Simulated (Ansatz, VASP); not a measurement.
# Two plane-wave programs on InSe

```
In Se
1.0
     4.05000    0.00000    0.00000
    -2.02500    3.50740    0.00000
     0.00000    0.00000   16.93000
In Se
4 4
Cartesian
  2.0250 1.1691 14.3720
  0.0000 2.3383 5.8070
  2.0250 1.1691 11.1230
  0.0000 2.3383 2.6580
  2.0250 1.1691 6.7381
  0.0000 2.3383 15.2031
  2.0250 1.1691 1.7269
  0.0000 2.3383 10.1919
```

Alike in both runs: task single point; functional PBE; k mesh 9 × 9 × 3; occupations fermi-dirac, width 0.02 eV; no spin polarisation.

|  | VASP | Ansatz |
| --- | --- | --- |
| version | VASP 6.6.1 | Ansatz 0.2.0 |
| potentials or method | VASP PAW PBE potentials, release 64 (In_d, Se), cutoff 520 eV | scalar-relativistic, plane waves, PAW |
| valence electrons in the cell | 76 | 116 |

Ansatz gave:

```
pressure (GPa)                                                : 8.1
traceless stress, the component that is largest in VASP (GPa) : -6.49
rms of the force components (eV/Å)                            : 1.509
```

Estimate VASP's values.

pressure (GPa): 8.2; traceless stress, the component that is largest in VASP (GPa): -6.53; rms of the force components (eV/Å): 1.517.

Atom by atom the forces differ by 0.009 eV/Å (rms over components). VASP's potentials hold 76 valence electrons a cell and Ansatz's 116, so a difference there can come from the potentials and not from the codes. Ansatz's warnings: stress scf threshold loose.
